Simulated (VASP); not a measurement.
# Ni3Ge (Pm-3m) in VASP: single point with LDA

Aim: the single point of Ni3Ge with LDA.

All numbers are computed with VASP 6.6.1; they aren't measurements. Logs are shortened: lines on timing, memory, paths and dates and some standing lists are left out, and cuts for length are marked.

## (1) The cell of the first run

The structure is cubic, space group Pm-3m (No. 221). The conventional cell has a = 3.530 Å, b = 3.530 Å, c = 3.530 Å, α = 90.00°, β = 90.00°, γ = 90.00°. Within 3.3 Å of Ni (site symmetry 4/mmm) lie 8 Ni at 2.50 Å and 4 Ge at 2.50 Å. Ge (site symmetry m-3m) has 12 Ni at 2.50 Å within 3.3 Å.

## (2) Single point, LDA, collinear spin, ferromagnetic start

File INCAR:

```
PREC = Accurate
ENCUT = 520
EDIFF = 1E-6
ISMEAR = 1
SIGMA = 0.05
LREAL = False
LASPH = True
NELM = 150
ALGO = Normal
ISIF = 2
LWAVE = False
LCHARG = False
ISPIN = 2
MAGMOM = 2 2 2 0
LORBIT = 11
LMAXMIX = 4
NBANDS = 34
```

File KPOINTS:

```
regular mesh
0
Gamma
  6 6 6
```

File POSCAR:

```
Ni3Ge
1.0
    3.5303341100      0.0000000000      0.0000000000
    0.0000000000      3.5303341100      0.0000000000
    0.0000000000      0.0000000000      3.5303341100
Ni Ge
3 1
Direct
    0.5000000000      0.0000000000      0.5000000000
    0.0000000000      0.5000000000      0.5000000000
    0.5000000000      0.5000000000      0.0000000000
    0.0000000000      0.0000000000      0.0000000000
```

Potentials or basis: VASP PAW LDA potentials, release 64 (Ni, Ge_d).

Started as:

```bash
$ cat potpaw_LDA.64/Ni/POTCAR potpaw_LDA.64/Ge_d/POTCAR > POTCAR
$ mpirun -np 1 vasp_std > vasp.out
```

OUTCAR:

```text
PREC = Accurate
   ENCUT = 520
   EDIFF = 1E-6
   ISMEAR = 1
   LREAL = False
   LASPH = True
   NELM = 150
   ISIF = 2
   ISPIN = 2
   LORBIT = 11

 ion  position               nearest neighbor table
   1  0.500  0.000  0.500-   2 2.50   3 2.50   4 2.50   3 2.50   4 2.50   2 2.50   3 2.50   3 2.50
                             2 2.50   4 2.50   4 2.50   2 2.50
   2  0.000  0.500  0.500-   1 2.50   3 2.50   4 2.50   3 2.50   4 2.50   1 2.50   4 2.50   4 2.50
                             1 2.50   3 2.50   3 2.50   1 2.50
   3  0.500  0.500  0.000-   1 2.50   2 2.50   4 2.50   1 2.50   2 2.50   1 2.50   4 2.50   1 2.50
                             2 2.50   4 2.50   2 2.50   4 2.50
   4  0.000  0.000  0.000-   1 2.50   2 2.50   3 2.50   1 2.50   2 2.50   2 2.50   3 2.50   2 2.50
                             1 2.50   3 2.50   1 2.50   3 2.50

  LATTYP: Found a simple cubic cell.
 ALAT       =     3.5303341100

  Lattice vectors:

 A1 = (   3.5303341100,   0.0000000000,   0.0000000000)
 A2 = (   0.0000000000,   3.5303341100,   0.0000000000)
 A3 = (   0.0000000000,   0.0000000000,   3.5303341100)

Analysis of symmetry for initial positions (statically):
=====================================================================
 Subroutine PRICEL returns:
 Original cell was already a primitive cell.

 Routine SETGRP: Setting up the symmetry group for a
 simple cubic supercell.

 Subroutine GETGRP returns: Found 48 space group operations
 (whereof 48 operations were pure point group operations)
 out of a pool of 48 trial point group operations.

The static configuration has the point symmetry O_h .

Analysis of symmetry for dynamics (positions and initial velocities):
=====================================================================
 Subroutine PRICEL returns:
 Original cell was already a primitive cell.

 Routine SETGRP: Setting up the symmetry group for a
 simple cubic supercell.

 Subroutine GETGRP returns: Found 48 space group operations
 (whereof 48 operations were pure point group operations)
 out of a pool of 48 trial point group operations.

The dynamic configuration has the point symmetry O_h .

Analysis of structural, dynamic, and magnetic symmetry:
=====================================================================
 Subroutine PRICEL returns:
 Original cell was already a primitive cell.

 Routine SETGRP: Setting up the symmetry group for a
 simple cubic supercell.

 Subroutine GETGRP returns: Found 48 space group operations
 (whereof 48 operations were pure point group operations)
 out of a pool of 48 trial point group operations.

The overall configuration has the point symmetry O_h .

 Subroutine INISYM returns: Found 48 space group operations
 (whereof 48 operations are pure point group operations),
 and found     1 'primitive' translations

----------------------------------------------------------------------------------------

                                     Primitive cell

  volume of cell :      43.9995

  direct lattice vectors                    reciprocal lattice vectors
     3.530334110  0.000000000  0.000000000     0.283259309  0.000000000  0.000000000
     0.000000000  3.530334110  0.000000000     0.000000000  0.283259309  0.000000000
     0.000000000  0.000000000  3.530334110     0.000000000  0.000000000  0.283259309

  length of vectors
     3.530334110  3.530334110  3.530334110     0.283259309  0.283259309  0.283259309

  position of ions in fractional coordinates (direct lattice)
     0.500000000  0.000000000  0.500000000
     0.000000000  0.500000000  0.500000000
     0.500000000  0.500000000  0.000000000
     0.000000000  0.000000000  0.000000000

  ion indices of the primitive-cell ions
   primitive index   ion index
                 1           1
                 2           2
                 3           3
                 4           4

----------------------------------------------------------------------------------------

 KPOINTS: regular mesh

Automatic generation of k-mesh.
 Grid dimensions read from file:
 generate k-points for:    6    6    6

 Generating k-lattice:

  Cartesian coordinates                     Fractional coordinates (reciprocal lattice)
     0.047209885  0.000000000  0.000000000     0.166666667  0.000000000  0.000000000
     0.000000000  0.047209885  0.000000000     0.000000000  0.166666667  0.000000000
     0.000000000  0.000000000  0.047209885     0.000000000  0.000000000  0.166666667

  Length of vectors
     0.047209885  0.047209885  0.047209885

  Shift w.r.t. Gamma in fractional coordinates (k-lattice)
     0.000000000  0.000000000  0.000000000

 Subroutine IBZKPT returns following result:
 ===========================================

 Found     20 irreducible k-points:

 Following reciprocal coordinates:
            Coordinates               Weight
  0.000000  0.000000  0.000000      1.000000
  0.166667  0.000000  0.000000      6.000000
  0.333333  0.000000  0.000000      6.000000
  0.500000  0.000000  0.000000      3.000000
  0.166667  0.166667  0.000000     12.000000
  0.333333  0.166667  0.000000     24.000000
[... 12 lines left out ...]
  0.500000  0.500000  0.333333      6.000000
  0.500000  0.500000  0.500000      1.000000
   k-points           NKPTS =     20   k-points in BZ     NKDIM =     20   number of bands    NBANDS=     34
   number of dos      NEDOS =    301   number of ions     NIONS =      4
   total plane-waves  NPLWV =  21952
   dimension x,y,z NGX =    28 NGY =   28 NGZ =   28
   dimension x,y,z NGXF=    56 NGYF=   56 NGZF=   56
   ions per type =               3   1
   NGX,Y,Z   is equivalent  to a cutoff of  13.19, 13.19, 13.19 a.u.
   NGXF,Y,Z  is equivalent  to a cutoff of  26.37, 26.37, 26.37 a.u.
 SYSTEM =  unknown system
   PREC   = accura    normal or accurate (medium, high low for compatibility)
   ISTART =      0    job   : 0-new  1-cont  2-samecut
   ICHARG =      2    charge: 1-file 2-atom 10-const
   ISPIN  =      2    spin polarized calculation?
   LNONCOLLINEAR =      F non collinear calculations
   LSORBIT =      F    spin-orbit coupling
   LASPH  =      T    aspherical Exc in radial PAW
   ENCUT  =  520.0 eV  38.22 Ry    6.18 a.u.   6.56  6.56  6.56*2*pi/ulx,y,z
   NELM   =    150;   NELMIN=  2; NELMDL= -5     # of ELM steps
   EDIFF  = 0.1E-05   stopping-criterion for ELM
   LREAL  =      F    real-space projection
   EDIFFG = 0.1E-04   stopping-criterion for IOM
   NSW    =      0    number of steps for IOM
   IBRION =     -1    ionic relax: 0-MD 1-quasi-New 2-CG
   NFREE  =      0    steps in history (QN), initial steepest desc. (CG)
   ISIF   =      2    stress and relaxation
   ISYM   =      2    0-nonsym 1-usesym 2-fastsym
   POTIM  = 0.5000    time-step for ionic-motion
   TEBEG  =    0.0;   TEEND  =   0.0 temperature during run
   PSTRESS=    0.0 pullay stress
   NELECT =      44.0000    total number of electrons
   NUPDOWN=      -1.0000    fix difference up-down
   EMIN   =  10.00;   EMAX   =-10.00  energy-range for DOS
   EFERMI =   0.00;   METHOD = LEGACY
   ISMEAR =     1;   SIGMA  =   0.05  broadening in eV -4-tet -1-fermi 0-gaus
   EFERMI_NEDOS =   21; number of points for ismear=-14 and -15
   IALGO  =     38    algorithm
   IMIX   =      4    mixing-type and parameters
     AMIX     =   0.40;   BMIX     =  1.00
     AMIX_MAG =   1.60;   BMIX_MAG =  1.00
  volume/ion in A,a.u.               =      11.00        74.23
  Fermi-wavevector in a.u.,A,eV,Ry     =   1.637105  3.093680 36.465156  2.680113
  Thomas-Fermi vector in A             =   2.728300
   LORBIT       =     11    0 simple, 1 ext, 2 COOP (PROOUT), +10 PAW based schemes
   GGA     = CA    functional components
   LHFCALC =     F    Hartree Fock is set to
   AEXX    =    0.0000 exact exchange contribution
   IVDW    =     0    specifies the selected vdW correction
   LEPSILON=     F    determine dielectric tensor
   LRPA    =     F    only Hartree local field effects (RPA)
 spin polarized calculation
 Methfessel and Paxton  Order N= 1 SIGMA  =   0.05
  energy-cutoff  :      520.00
  volume of cell :       44.00
 maximum number of plane-waves:      1213
 NGX is ok and might be reduce to    28
   NGX = 13   NGY = 13   NGZ = 13

 number of electron      43.9999970 magnetization       0.5927799

 number of electron      43.9999972 magnetization      -0.0066483

 Free energy of the ion-electron system (eV)
  ---------------------------------------------------
  ext. energy  EPLUGINS =         0.00000000
  ---------------------------------------------------
  free energy    TOTEN  =       -26.36287972 eV

  energy without entropy =      -26.36167220  energy(sigma->0) =      -26.36247721

 E-fermi :  10.0672     XC(G=0): -13.8228

 val. band max:       10.0481173713   @ k =   0.5000   0.5000   0.3333
 cond. band min:      10.0817039683   @ k =   0.0000   0.0000   0.0000
 fundamental gap:      0.0335865971
 Fermi energy:        10.0671758398

 spin component 1

 k-point     1 :       0.0000    0.0000    0.0000
  band No.  band energies     occupation
      1     -14.6677      1.00000
      2     -14.6677      1.00000
      3     -14.6536      1.00000
      4     -14.6536      1.00000
      5     -14.6536      1.00000
      6      -2.4451      1.00000
[... 26 lines left out ...]
     33      23.5747      0.00000
     34      26.5058      0.00000

 k-point     2 :       0.1667    0.0000    0.0000
  band No.  band energies     occupation
      1     -14.6666      1.00000
      2     -14.6611      1.00000
      3     -14.6537      1.00000
      4     -14.6537      1.00000
      5     -14.6533      1.00000
      6      -2.1350      1.00000
[... 26 lines left out ...]
     33      23.0011      0.00000
     34      26.5315      0.00000
[... 627 lines left out ...]
     33      28.8959      0.00000
     34      29.3321      0.00000

 k-point    20 :       0.5000    0.5000    0.5000
  band No.  band energies     occupation
      1     -14.6665      1.00000
      2     -14.6665      1.00000
      3     -14.6665      1.00000
      4     -14.6288      1.00000
      5     -14.6288      1.00000
      6       1.0529      1.00000
[... 26 lines left out ...]
     33      30.8670      0.00000
     34      30.8706      0.00000
 Fermi energy:        10.0671758398

 spin component 2

 k-point     1 :       0.0000    0.0000    0.0000
  band No.  band energies     occupation
      1     -14.6676      1.00000
      2     -14.6676      1.00000
      3     -14.6536      1.00000
      4     -14.6536      1.00000
      5     -14.6536      1.00000
      6      -2.4450      1.00000
[... 26 lines left out ...]
     33      23.5745      0.00000
     34      26.5053      0.00000

 k-point     2 :       0.1667    0.0000    0.0000
  band No.  band energies     occupation
      1     -14.6665      1.00000
      2     -14.6611      1.00000
      3     -14.6537      1.00000
      4     -14.6537      1.00000
      5     -14.6533      1.00000
      6      -2.1349      1.00000
[... 26 lines left out ...]
     33      23.0009      0.00000
     34      26.5311      0.00000
[... 627 lines left out ...]
     33      28.8958      0.00000
     34      29.3319      0.00000

 k-point    20 :       0.5000    0.5000    0.5000
  band No.  band energies     occupation
      1     -14.6665      1.00000
      2     -14.6665      1.00000
      3     -14.6665      1.00000
      4     -14.6287      1.00000
      5     -14.6287      1.00000
      6       1.0528      1.00000
[... 26 lines left out ...]
     33      30.8668      0.00000
     34      30.8673      0.00000

------------------------ aborting loop because EDIFF is reached ----------------------------------------

  FORCE on cell =-STRESS in cart. coord.  units (eV):
  Direction    XX          YY          ZZ          XY          YZ          ZX
  --------------------------------------------------------------------------------------
  -------------------------------------------------------------------------------------
  Total       -2.0190682     -2.0190682     -2.0190682      0.0000000     -0.0000000      0.0000000
  in kB      -73.5214648    -73.5214648    -73.5214648      0.0000000     -0.0000000      0.0000000
  external PRESSURE =     -73.5214648 kB  Pullay stress =       0.0000000 kB

 VOLUME and BASIS-vectors are now :
 -----------------------------------------------------------------------------
  energy-cutoff  :      520.00
  volume of cell :       44.00
      direct lattice vectors                 reciprocal lattice vectors
     3.530334110  0.000000000  0.000000000     0.283259309  0.000000000  0.000000000
     0.000000000  3.530334110  0.000000000     0.000000000  0.283259309  0.000000000
     0.000000000  0.000000000  3.530334110     0.000000000  0.000000000  0.283259309

 POSITION                                       TOTAL-FORCE (eV/Angst)
 -----------------------------------------------------------------------------------
      1.76517      0.00000      1.76517         0.000000      0.000000      0.000000
      0.00000      1.76517      1.76517         0.000000      0.000000      0.000000
      1.76517      1.76517      0.00000         0.000000      0.000000      0.000000
      0.00000      0.00000      0.00000         0.000000      0.000000      0.000000
 -----------------------------------------------------------------------------------
    total drift:                                0.000000      0.000000      0.000000

  FREE ENERGIE OF THE ION-ELECTRON SYSTEM (eV)
  ---------------------------------------------------
  free  energy   TOTEN  =       -26.3628797198 eV

  energy  without entropy=      -26.3616722018  energy(sigma->0) =      -26.36247721

 total charge

# of ion       s       p       d       tot
------------------------------------------
    1        0.476   0.541   8.446   9.463
    2        0.476   0.541   8.446   9.463
    3        0.476   0.541   8.446   9.463
    4        1.102   1.242  10.142  12.486
--------------------------------------------------
tot          2.531   2.864  35.480  40.874

 magnetization (x)

# of ion       s       p       d       tot
------------------------------------------
    1        0.000   0.000  -0.002  -0.002
    2        0.000   0.000  -0.002  -0.002
    3        0.000   0.000  -0.002  -0.002
    4        0.000   0.000   0.000   0.000
--------------------------------------------------
tot          0.000   0.000  -0.006  -0.006
```

It took 25 s on 1 thread of Intel Xeon 6975P-C (Granite Rapids), shared host; peak memory 0.17 GiB.

What came out:

```yaml
Free_energy: -26.3629 eV
Pressure: -7.4 GPa
Band_gap_on_the_k_mesh: zero (filled and empty bands overlap)
Net_moment: -0.01 μB per cell
Valence_electrons_inside_the_program's_atomic_spheres: Ni 9.46; Ge 12.49
```

Levels at points of the mesh, in eV from the Fermi level:
Spin up:
| k point | band 18 | band 19 | band 20 | band 21 | band 22 | band 23 | band 24 | band 25 | band 26 | band 27 |
| --- | --- | --- | --- | --- | --- | --- | --- | --- | --- | --- |
| (0.00, 0.00, 0.00) | -0.92 | -0.58 | -0.58 | -0.29 | 0.02 | 0.02 | 0.02 | 3.92 | 6.96 | 6.96 |
| (0.50, 0.00, 0.00) | -1.31 | -1.24 | -1.14 | -0.53 | 0.02 | 3.63 | 3.63 | 4.63 | 5.82 | 5.82 |
| (0.50, 0.50, 0.00) | -1.40 | -1.19 | -1.11 | -0.95 | -0.94 | 0.64 | 0.64 | 5.71 | 6.49 | 8.73 |
| (0.50, 0.50, 0.50) | -1.33 | -1.17 | -1.17 | -0.44 | -0.21 | -0.21 | -0.21 | 0.67 | 4.24 | 4.24 |
Spin down:
```
           k point  band 19  band 20  band 21  band 22  band 23  band 24  band 25  band 26
(0.00, 0.00, 0.00)    -0.58    -0.58    -0.29     0.01     0.01     0.01     3.92     6.95
(0.50, 0.00, 0.00)    -1.25    -1.14    -0.53     0.02     3.63     3.63     4.63     5.82
(0.50, 0.50, 0.00)    -1.19    -1.12    -0.95    -0.95     0.64     0.64     5.71     6.49
(0.50, 0.50, 0.50)    -1.17    -1.17    -0.44    -0.21    -0.21    -0.21     0.66     4.24
```

Caveat: the starting moments collapsed, and a magnetic state may lie lower.
